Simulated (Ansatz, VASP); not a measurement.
One calculation of ZrO2, two programs

INCAR

```
SYSTEM = ZrO2
ALGO = Normal
EDIFF = 1E-6
ENCUT = 600
GGA = PE
GGA_COMPAT = .False.
ISIF = 2
ISMEAR = 0
LASPH = .True.
LCHARG = .False.
LREAL = .False.
LWAVE = .False.
NBANDS = 19
NELM = 120
PREC = Accurate
SIGMA = 0.05
```

KPOINTS

```
k-points
0
Gamma
  8 8 8
  0 0 0
```

File POSCAR:

```
ZrO2
1.0
    0.0000000000      2.4134458066      2.4134458066
    2.4134458066      0.0000000000      2.4134458066
    2.4134458066      2.4134458066      0.0000000000
Zr O
1 2
Direct
    0.0000000000      0.0000000000      0.0000000000
    0.2500000000      0.2500000000      0.2500000000
    0.7500000000      0.7500000000      0.7500000000
```

Input for Ansatz:

```yaml
crystal:
  lattice:
    - [0.0, 2.4134458066, 2.4134458066]
    - [2.4134458066, 0.0, 2.4134458066]
    - [2.4134458066, 2.4134458066, 0.0]
  atoms:
    - { symbol: Zr, position: [0.0, 0.0, 0.0] }
    - { symbol: O, position: [0.25, 0.25, 0.25] }
    - { symbol: O, position: [0.75, 0.75, 0.75] }
basis:
  ecutwfc: 420
  ecutrho_ratio: 4
kpoints:
  mp_grid: { grid: [8, 8, 8] }
hamiltonian:
  xc: pbe
scf:
  occupations: { method: gaussian, width: 0.05 }
output:
  forces: true
  stress: true
  eigenvalues: true
```

Alike in both runs: task single point; functional PBE; k mesh 8 × 8 × 8; occupations gaussian, width 0.05 eV; no spin polarisation.

|  | VASP | Ansatz |
| --- | --- | --- |
| version | VASP 6.6.1 | Ansatz 0.2.0 |
| potentials or method | VASP PAW PBE potentials, release 64 (Zr_sv, O), cutoff 600 eV | scalar-relativistic, plane waves, PAW |
| valence electrons in the cell | 24 | 24 |

Ansatz gave:

```
gap on the k mesh at the Fermi level (eV) : 3.77
least direct gap on the mesh (eV)         : 4.37
```

Question: Estimate VASP's values.

Answer: gap on the k mesh at the Fermi level (eV): 3.77; least direct gap on the mesh (eV): 4.36.
